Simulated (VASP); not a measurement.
**SnO2: single point with LDA**

Crystal: SnO2.

```xyz
12
Lattice="4.5159 0.0000 0.0000 0.0000 5.1835 0.0000 0.0000 0.0000 4.9962" Properties=species:S:1:pos:R:3 pbc="T T T"
Sn    2.2579    3.4592    3.7472
Sn    0.0000    4.3161    1.2491
Sn    2.2579    1.7243    1.2491
Sn    0.0000    0.8674    3.7472
O     3.3008    3.1361    0.3882
O     1.0428    4.6392    4.6081
O     3.4730    4.6392    2.8863
O     1.2151    3.1361    2.1099
O     3.3008    2.0474    2.8863
O     1.0428    0.5444    2.1099
O     3.4730    0.5444    0.3882
O     1.2151    2.0474    4.6081
```

```json
{"Program": "VASP 6.6.1", "Task": "single point", "Functional": "LDA", "Potentials or basis": "VASP PAW LDA potentials, release 64 (Sn_d, O)", "Cutoff": "520 eV", "k mesh": "6 × 6 × 6", "Occupations": "gaussian, width 0.05 eV", "Spin": "no spin polarisation", "Dipole correction": "no", "Further INCAR settings": "ALGO = Normal; EDIFF = 1e-07; NBANDS = 64"}
```

```json
{"Pressure": "59.8 GPa", "Largest force": "0.888 eV/Å", "Band gap on the k mesh": "3.51 eV"}
```

Forces in eV/Å, atoms in the order of the input:
```
Sn   0.000  0.888  0.000
Sn   0.000 -0.888  0.000
Sn   0.000 -0.888  0.000
Sn   0.000  0.888  0.000
O    0.469 -0.240 -0.495
O    0.469  0.240  0.495
O   -0.469  0.240 -0.495
O   -0.469 -0.240  0.495
O    0.469  0.240 -0.495
O    0.469 -0.240  0.495
O   -0.469 -0.240 -0.495
O   -0.469  0.240  0.495
```

Stress tensor (GPa, compression positive):
```
55.92  0.00  0.00
 0.00 67.23  0.00
 0.00  0.00 56.24
```

Levels at points of the mesh, in eV from the valence-band top:
```tsv
k point	band 50	band 51	band 52	band 53	band 54	band 55
(0.00, 0.00, 0.00)	-0.65	-0.14	0.00	3.51	7.65	8.00
(0.50, 0.00, 0.00)	-0.55	-0.21	-0.21	6.47	6.47	6.92
(0.00, 0.50, 0.00)	-1.17	-0.50	-0.50	6.08	6.08	8.94
(0.50, 0.50, 0.00)	-0.72	-0.65	-0.65	6.94	6.94	7.87
(0.00, 0.00, 0.50)	-0.69	-0.08	-0.08	6.48	6.48	7.65
(0.50, 0.00, 0.50)	-0.41	-0.41	-0.41	6.71	6.71	6.71
(0.00, 0.50, 0.50)	-0.72	-0.72	-0.72	7.49	7.49	7.49
(0.50, 0.50, 0.50)	-0.84	-0.84	-0.84	7.37	7.37	7.37
```

Wall time 6.9 min on 1 thread of Intel(R) Xeon(R) Platinum 8259CL CPU @ 2.50GHz (Skylake/Cascade Lake) (shared host), peak memory 0.41 GiB.

Caveat: the stress differs along the axes, from 56 to 67 GPa; spin-orbit coupling is left out, which moves the levels of the heavy elements. A k mesh can miss the band edges.
